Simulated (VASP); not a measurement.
# SiGe (P6_3/mmc) in VASP: settings compared

SiGe is run at these levels: PBEsol, r2SCAN+rVV10; tasks: single point, relaxation of cell and atoms.

All numbers are computed with VASP 6.6.1; they aren't measurements. Logs are shortened: lines on timing, memory, paths and dates and some standing lists are left out, and cuts for length are marked.

### Step 1. The cell of the first run

It takes space group P6_3/mmc (No. 194, hexagonal). Conventional cell: a = 4.179 Å, b = 4.179 Å, c = 5.469 Å, α = 90.00°, β = 90.00°, γ = 120.00°. Ge (site symmetry -6m2) has 5 Si at 2.41 to 2.73 Å within 3.2 Å. Si (site symmetry -6m2) has 5 Ge at 2.41 to 2.73 Å within 3.2 Å.

### Step 2. Single point, PBEsol

INCAR

```
PREC = Accurate ; ENCUT = 500
EDIFF = 1E-6 ; ISMEAR = -1
SIGMA = 0.03 ; LREAL = False
LASPH = True ; NELM = 120
ALGO = Normal ; ISIF = 2
LWAVE = False ; LCHARG = False
GGA = PS ; NBANDS = 26
GGA_COMPAT = False
```

KPOINTS

```
regular mesh
0
Gamma
  6 6 4
```

POSCAR

```
SiGe
1.0
    4.1793822829      0.0000000000      0.0000000000
   -2.0896911414      3.6194512291      0.0000000000
    0.0000000000      0.0000000000      5.4688617109
Ge Si
2 2
Direct
    0.3333333333      0.6666666667      0.2500000000
    0.6666666667      0.3333333333      0.7500000000
    0.6666666667      0.3333333333      0.2500000000
    0.3333333333      0.6666666667      0.7500000000
```

Potentials or basis: VASP PAW PBE potentials, release 64 (Ge_d, Si).

Run with:

```
$ cat potpaw_PBE.64/Ge_d/POTCAR potpaw_PBE.64/Si/POTCAR > POTCAR
$ mpirun -np 1 vasp_std > vasp.out
```

OUTCAR:

```text
PREC = Accurate
   ENCUT = 500
   EDIFF = 1E-6
   ISMEAR = -1
   LREAL = False
   LASPH = True
   NELM = 120
   ISIF = 2
   GGA = PS

 ion  position               nearest neighbor table
   1  0.333  0.667  0.250-   3 2.41   3 2.41   3 2.41   4 2.73   4 2.73
   2  0.667  0.333  0.750-   4 2.41   4 2.41   4 2.41   3 2.73   3 2.73
   3  0.667  0.333  0.250-   1 2.41   1 2.41   1 2.41   2 2.73   2 2.73
   4  0.333  0.667  0.750-   2 2.41   2 2.41   2 2.41   1 2.73   1 2.73

  LATTYP: Found a hexagonal cell.
 ALAT       =     4.1793822829
 C/A-ratio  =     1.3085334963

  Lattice vectors:

 A1 = (   4.1793822829,   0.0000000000,   0.0000000000)
 A2 = (  -2.0896911414,   3.6194512291,   0.0000000000)
 A3 = (   0.0000000000,   0.0000000000,   5.4688617109)

Analysis of symmetry for initial positions (statically):
=====================================================================
 Subroutine PRICEL returns:
 Original cell was already a primitive cell.

 Routine SETGRP: Setting up the symmetry group for a
 hexagonal supercell.

 Subroutine GETGRP returns: Found 24 space group operations
 (whereof 12 operations were pure point group operations)
 out of a pool of 24 trial point group operations.

The static configuration has the point symmetry D_3d.
 The point group associated with its full space group is D_6h.

Analysis of symmetry for dynamics (positions and initial velocities):
=====================================================================
 Subroutine PRICEL returns:
 Original cell was already a primitive cell.

 Routine SETGRP: Setting up the symmetry group for a
 hexagonal supercell.

 Subroutine GETGRP returns: Found 24 space group operations
 (whereof 12 operations were pure point group operations)
 out of a pool of 24 trial point group operations.

The dynamic configuration has the point symmetry D_3d.
 The point group associated with its full space group is D_6h.

 Subroutine INISYM returns: Found 24 space group operations
 (whereof 12 operations are pure point group operations),
 and found     1 'primitive' translations

----------------------------------------------------------------------------------------

                                     Primitive cell

  volume of cell :      82.7279

  direct lattice vectors                    reciprocal lattice vectors
[... 84 lines left out ...]
   LASPH  =      T    aspherical Exc in radial PAW
   ENCUT  =  500.0 eV  36.75 Ry    6.06 a.u.   7.62  7.62  9.97*2*pi/ulx,y,z
   NELM   =    120;   NELMIN=  2; NELMDL= -5     # of ELM steps
   EDIFF  = 0.1E-05   stopping-criterion for ELM
   LREAL  =      F    real-space projection
   EDIFFG = 0.1E-04   stopping-criterion for IOM
   NSW    =      0    number of steps for IOM
   IBRION =     -1    ionic relax: 0-MD 1-quasi-New 2-CG
   NFREE  =      0    steps in history (QN), initial steepest desc. (CG)
   ISIF   =      2    stress and relaxation
   ISYM   =      2    0-nonsym 1-usesym 2-fastsym
   POTIM  = 0.5000    time-step for ionic-motion
   TEBEG  =    0.0;   TEEND  =   0.0 temperature during run
   PSTRESS=    0.0 pullay stress
   NELECT =      36.0000    total number of electrons
   NUPDOWN=      -1.0000    fix difference up-down
   EMIN   =  10.00;   EMAX   =-10.00  energy-range for DOS
   EFERMI =   0.00;   METHOD = LEGACY
   ISMEAR =    -1;   SIGMA  =   0.03  broadening in eV -4-tet -1-fermi 0-gaus
   EFERMI_NEDOS =   21; number of points for ismear=-14 and -15
   IALGO  =     38    algorithm
   IMIX   =      4    mixing-type and parameters
     AMIX     =   0.40;   BMIX     =  1.00
     AMIX_MAG =   1.60;   BMIX_MAG =  1.00
  volume/ion in A,a.u.               =      20.68       139.57
  Fermi-wavevector in a.u.,A,eV,Ry     =   1.240581  2.344358 20.939922  1.539041
  Thomas-Fermi vector in A             =   2.375015
   LORBIT       =      0    0 simple, 1 ext, 2 COOP (PROOUT), +10 PAW based schemes
   GGA     = PS    functional components
   LHFCALC =     F    Hartree Fock is set to
   AEXX    =    0.0000 exact exchange contribution
   IVDW    =     0    specifies the selected vdW correction
   LEPSILON=     F    determine dielectric tensor
   LRPA    =     F    only Hartree local field effects (RPA)
 non-spin polarized calculation
  energy-cutoff  :      500.00
  volume of cell :       82.73
 maximum number of plane-waves:      2125
   NGX = 15   NGY = 15   NGZ = 19

 number of electron      36.0000005 magnetization

 Free energy of the ion-electron system (eV)
  ---------------------------------------------------
  ext. energy  EPLUGINS =         0.00000000
  ---------------------------------------------------
  free energy    TOTEN  =       -19.93884709 eV

  energy without entropy =      -19.93429018  energy(sigma->0) =      -19.93656864

 E-fermi :   5.6067     XC(G=0): -10.0605

 val. band max:        5.5726994137   @ k =   0.1667  -0.0000   0.5000
 cond. band min:       5.7026647292   @ k =   0.3333  -0.0000   0.5000
 fundamental gap:      0.1299653155
 Fermi energy:         5.6066501974

 k-point     1 :       0.0000    0.0000    0.0000
  band No.  band energies     occupation
      1     -18.8382      2.00000
      2     -18.8257      2.00000
      3     -18.8036      2.00000
      4     -18.8036      2.00000
      5     -18.8035      2.00000
      6     -18.8035      2.00000
[... 598 lines left out ...]
     25      10.9050      0.00000
     26      10.9050      0.00000

------------------------ aborting loop because EDIFF is reached ----------------------------------------

  FORCE on cell =-STRESS in cart. coord.  units (eV):
  Direction    XX          YY          ZZ          XY          YZ          ZX
  --------------------------------------------------------------------------------------
  -------------------------------------------------------------------------------------
  Total       -0.0138068     -0.0138068      0.0473808     -0.0000000      0.0000000      0.0000000
  in kB       -0.2673945     -0.2673945      0.9176165     -0.0000000      0.0000000      0.0000000
  external PRESSURE =       0.1276092 kB  Pullay stress =       0.0000000 kB

 VOLUME and BASIS-vectors are now :
 -----------------------------------------------------------------------------
  energy-cutoff  :      500.00
  volume of cell :       82.73
      direct lattice vectors                 reciprocal lattice vectors
     4.179382283  0.000000000  0.000000000     0.239269809  0.138142489  0.000000000
    -2.089691141  3.619451229  0.000000000     0.000000000  0.276284977  0.000000000
     0.000000000  0.000000000  5.468861711     0.000000000  0.000000000  0.182853408

 POSITION                                       TOTAL-FORCE (eV/Angst)
 -----------------------------------------------------------------------------------
     -0.00000      2.41297      1.36722         0.000000      0.000000      0.000000
      2.08969      1.20648      4.10165        -0.000000     -0.000000      0.000000
      2.08969      1.20648      1.36722        -0.000000     -0.000000      0.000000
     -0.00000      2.41297      4.10165         0.000000     -0.000000      0.000000
 -----------------------------------------------------------------------------------
    total drift:                               -0.000000      0.000000     -0.000000

  FREE ENERGIE OF THE ION-ELECTRON SYSTEM (eV)
  ---------------------------------------------------
  free  energy   TOTEN  =       -19.9388470879 eV

  energy  without entropy=      -19.9342901841  energy(sigma->0) =      -19.93656864
```

OSZICAR:

```text
N       E                     dE             d eps       ncg     rms          rms(c)
DAV:   1     0.261653139163E+03    0.26165E+03   -0.17306E+04  1262   0.293E+03
DAV:   2     0.220273742883E+02   -0.23963E+03   -0.23094E+03  1124   0.626E+02
DAV:   3    -0.184819112759E+02   -0.40509E+02   -0.39855E+02  1356   0.150E+02
DAV:   4    -0.201338817792E+02   -0.16520E+01   -0.16490E+01  1284   0.338E+01
DAV:   5    -0.201680059898E+02   -0.34124E-01   -0.34117E-01  1384   0.549E+00    0.497E+00
DAV:   6    -0.200155714045E+02    0.15243E+00   -0.64808E-02  1452   0.252E+00    0.284E+00
DAV:   7    -0.199375709701E+02    0.78000E-01   -0.95082E-02  1288   0.243E+00    0.180E-01
DAV:   8    -0.199386254993E+02   -0.10545E-02   -0.10351E-02  1368   0.121E+00    0.108E-01
DAV:   9    -0.199388029749E+02   -0.17748E-03   -0.32329E-04  1348   0.130E-01    0.425E-02
DAV:  10    -0.199388421687E+02   -0.39194E-04   -0.60289E-05  1360   0.737E-02    0.147E-02
DAV:  11    -0.199388468318E+02   -0.46631E-05   -0.64250E-06  1156   0.157E-02    0.227E-03
DAV:  12    -0.199388470879E+02   -0.25605E-06   -0.10179E-06   836   0.147E-02
   1 F= -.19938847E+02 E0= -.19936569E+02  d E =-.455690E-02
```

It took 47 s on 1 thread of Intel Xeon 8259CL, shared host; peak memory 0.19 GiB.

What came out:

```yaml
Free_energy: -19.9388 eV
Pressure: 0.0 GPa
Band_gap_on_the_k_mesh: zero (bands 18 and 19 overlap by 2.41 eV)
```

Levels at points of the mesh, in eV from the Fermi level:
| k point | band 14 | band 15 | band 16 | band 17 | band 18 | band 19 | band 20 | band 21 | band 22 | band 23 |
| --- | --- | --- | --- | --- | --- | --- | --- | --- | --- | --- |
| (0.00, 0.00, 0.00) | -3.28 | -2.76 | -2.76 | -0.27 | -0.27 | 1.16 | 1.48 | 1.48 | 1.50 | 4.38 |
| (0.50, 0.00, 0.00) | -5.62 | -4.17 | -4.03 | -2.48 | -1.41 | -1.33 | 2.44 | 4.57 | 5.04 | 6.50 |
| (0.00, 0.00, 0.50) | -2.22 | -1.79 | -1.79 | -1.79 | -1.79 | -1.08 | -1.08 | 2.53 | 2.53 | 2.53 |
| (0.50, 0.00, 0.50) | -7.89 | -3.03 | -3.03 | -0.36 | -0.36 | 0.48 | 0.48 | 2.37 | 2.37 | 7.93 |

Caveat: the PAW data sets were made with another functional, which shifts forces and pressure a little.

### Step 3. Relaxation of cell and atoms, PBEsol

This run uses another cell than the first one, of 17.07 Å³/atom.

INCAR

```
ALGO = Normal ; EDIFF = 1E-7
EDIFFG = -0.01 ; ENCUT = 500
GGA = PS ; GGA_COMPAT = F
IBRION = 2 ; ISIF = 3
ISMEAR = -1 ; LASPH = T
LCHARG = F ; LREAL = F
LWAVE = F ; NELM = 120
NELMIN = 4 ; NSW = 100
PREC = Accurate ; SIGMA = 0.03
```

KPOINTS

```
k-points
0
Gamma
  6 6 4
```

POSCAR

```
SiGe
1.0
    3.9803045614      0.0000000000      0.0000000000
   -1.9901522807      3.4470448650      0.0000000000
    0.0000000000      0.0000000000      4.9751163000
Ge Si
2 2
Direct
    0.3333333333      0.6666666667      0.2500000000
    0.6666666667      0.3333333333      0.7500000000
    0.6666666667      0.3333333333      0.2500000000
    0.3333333333      0.6666666667      0.7500000000
```

Potentials or basis: VASP PAW PBE potentials, release 64 (Ge_d, Si).

Run with:

```
$ cat potpaw_PBE.64/Ge_d/POTCAR potpaw_PBE.64/Si/POTCAR > POTCAR
$ mpirun -np 1 vasp_std > vasp.out
```

Wall time 4.8 min (1 thread of Intel Xeon 8259CL, shared host); peak memory 0.19 GiB.

The run converged. Its results:

| Quantity | Value |
| --- | --- |
| Free energy | -19.9256 eV |
| Relaxed volume | 20.64 Å³/atom |
| Relaxed cell | a = 4.175 Å, b = 4.175 Å, c = 5.467 Å, α = 90.00°, β = 90.00°, γ = 120.00° |
| Space group after relaxing (to 0.1 Å) | P6_3/mmc (No. 194) |
| Energy gained by relaxing | 215.3 meV/atom |
| Ionic steps | 9 |
| Pressure after relaxing | 0.0 GPa |
| Band gap on the k mesh | zero (bands 18 and 19 overlap by 2.41 eV) |

Step by step:
```csv
step,energy change (eV),largest force (eV/Å),pressure (GPa),volume (Å³)
1,0.0000,0.0000,21.74,68.26
2,-0.5653,0.0000,-7.19,93.75
3,-0.8388,0.0000,-0.18,82.71
4,-0.8386,0.0000,-0.52,83.02
5,-0.8606,0.0000,-0.39,82.94
6,-0.8607,0.0000,-0.36,82.93
7,-0.8607,0.0000,-0.35,82.93
8,-0.8611,0.0000,0.12,82.42
9,-0.8611,0.0000,0.01,82.54
```

Final structure:
```
Ge Si
1.0
     4.17539    0.00000    0.00000
    -2.08770    3.61600    0.00000
     0.00000    0.00000    5.46717
Ge Si
2 2
Cartesian
  0.0000 2.4107 1.3668
  2.0877 1.2053 4.1004
  2.0877 1.2053 1.3668
  0.0000 2.4107 4.1004
```

Levels at points of the mesh, in eV from the Fermi level:
```
           k point  band 14  band 15  band 16  band 17  band 18  band 19  band 20  band 21  band 22
(0.00, 0.00, 0.00)    -3.27    -2.77    -2.77    -0.28    -0.28     1.17     1.47     1.47     1.52
(0.50, 0.00, 0.00)    -5.64    -4.19    -4.04    -2.49    -1.42    -1.34     2.44     4.57     5.03
(0.00, 0.00, 0.50)    -2.21    -1.80    -1.80    -1.80    -1.80    -1.10    -1.10     2.52     2.52
(0.50, 0.00, 0.50)    -7.90    -3.04    -3.04    -0.36    -0.36     0.47     0.47     2.37     2.37
```

Caveat: the volume moved by over 15 % at a fixed basis, so the end points are rough; the PAW data sets were made with another functional, which shifts forces and pressure a little.

[end of part 1 of 2]
